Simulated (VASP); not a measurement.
**Rh: single point with r2SCAN**

Rh:

```
CELL_PARAMETERS angstrom
2.66003 0.00000 0.00000
-1.33001 2.30365 0.00000
0.00000 0.00000 4.49239
ATOMIC_POSITIONS crystal
Rh 0.66667 0.33333 0.75000
Rh 0.33333 0.66667 0.25000
```

This isn't the form of Rh at room conditions, which is fcc.

This cell differs from its parent crystal: ratio of the length along z to the lengths across it x 1.05, volume and fractional coordinates fixed.

* Program: VASP 6.6.1
* Task: single point
* Functional: r2SCAN
* Potentials or basis: VASP PAW PBE potentials, release 64 (Rh_pv)
* Cutoff: 520 eV
* k mesh: 30 × 30 × 16
* Occupations: gaussian, width 0.15 eV
* Spin: no spin polarisation
* Dipole correction: no
* Further INCAR settings: ALGO = Normal; EDIFF = 1e-06; NBANDS = 22

* Pressure: 1.8 GPa
* Band gap on the k mesh: zero (bands 15 and 16 overlap by 2.65 eV)

Stress tensor (GPa, compression positive):
```
 5.81  0.00  0.00
 0.00  5.81  0.00
 0.00  0.00 -6.37
```

Levels at points of the mesh, in eV from the Fermi level:
```
           k point  band 12  band 13  band 14  band 15  band 16  band 17  band 18  band 19
(0.00, 0.00, 0.00)    -2.65    -2.65    -1.65    -1.65     0.19     0.19     0.48     8.45
(0.50, 0.00, 0.00)    -2.42    -1.98     0.53     0.69     0.93     3.34     5.60    10.88
(0.00, 0.00, 0.50)    -3.14    -3.14    -3.14    -0.41    -0.41    -0.41    -0.41    15.02
(0.50, 0.00, 0.50)    -1.56    -0.24    -0.24     0.83     0.83     2.95     2.95     9.98
```

It took 11 min on 1 thread of Intel(R) Xeon(R) 6975P-C (Granite Rapids), on a shared host, peak memory 0.47 GiB.

Caveat: the stress differs along the axes, from -6 to 6 GPa; the PAW data sets were made with another functional, which shifts forces and pressure a little.
